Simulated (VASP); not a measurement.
**Si2W: single point with PBEsol**

Crystal: Si2W.

```
Si W
1.0
     4.61685    0.00000    0.00000
    -2.30843    3.99831    0.00000
     0.00000    0.00000    6.65322
Si W
6 3
Direct
  0.83637 0.67275 0.50000
  0.16363 0.83637 0.83333
  0.67275 0.83637 0.16667
  0.16363 0.32725 0.50000
  0.83637 0.16363 0.83333
  0.32725 0.16363 0.16667
  0.00000 0.50000 0.16667
  0.50000 0.50000 0.83333
  0.50000 0.00000 0.50000
```

| Property | Result |
| --- | --- |
| Program | VASP 6.6.1 |
| Task | single point |
| Functional | PBEsol |
| Potentials or basis | VASP PAW PBE potentials, release 64 (Si, W_sv) |
| Cutoff | 520 eV |
| k mesh | 6 × 6 × 4 |
| Occupations | gaussian, width 0.1 eV |
| Spin | no spin polarisation |

```json
{"Pressure": "-5.3 GPa", "Largest force": "0.034 eV/Å", "Band gap on the k mesh": "0.01 eV (least direct gap 0.63 eV)"}
```

Forces in eV/Å, atoms in the order of the input:
```
Si   0.000 -0.034  0.000
Si   0.030 -0.017  0.000
Si  -0.030 -0.017  0.000
Si   0.000  0.034  0.000
Si  -0.030  0.017  0.000
Si   0.030  0.017  0.000
W    0.000  0.000  0.000
W    0.000  0.000  0.000
W    0.000  0.000  0.000
```

Levels at points of the mesh, in eV from the valence-band top:
```tsv
k point	band 29	band 30	band 31	band 32	band 33	band 34	band 35	band 36	band 37	band 38
(0.00, 0.00, 0.00)	-3.38	-3.38	-3.03	-2.59	-0.95	2.17	2.17	2.25	2.30	2.57
(0.50, 0.00, 0.00)	-2.44	-2.29	-1.66	-1.19	-0.66	0.01	0.77	0.88	0.96	1.81
(0.00, 0.00, 0.50)	-2.74	-2.74	-2.61	-0.74	-0.74	1.72	1.99	1.99	2.22	2.40
(0.50, 0.00, 0.50)	-3.22	-2.97	-2.10	-1.28	0.00	0.63	1.02	1.23	1.41	1.77
```

Wall time 2.6 min on 1 thread of Intel Xeon 8259CL, with other jobs on the host, peak memory 0.29 GiB.

Caveat: the cell stands under tension; the PAW data sets were made with another functional, which shifts forces and pressure a little; spin-orbit coupling is left out, which moves the levels of the heavy elements. A k mesh can miss the band edges.
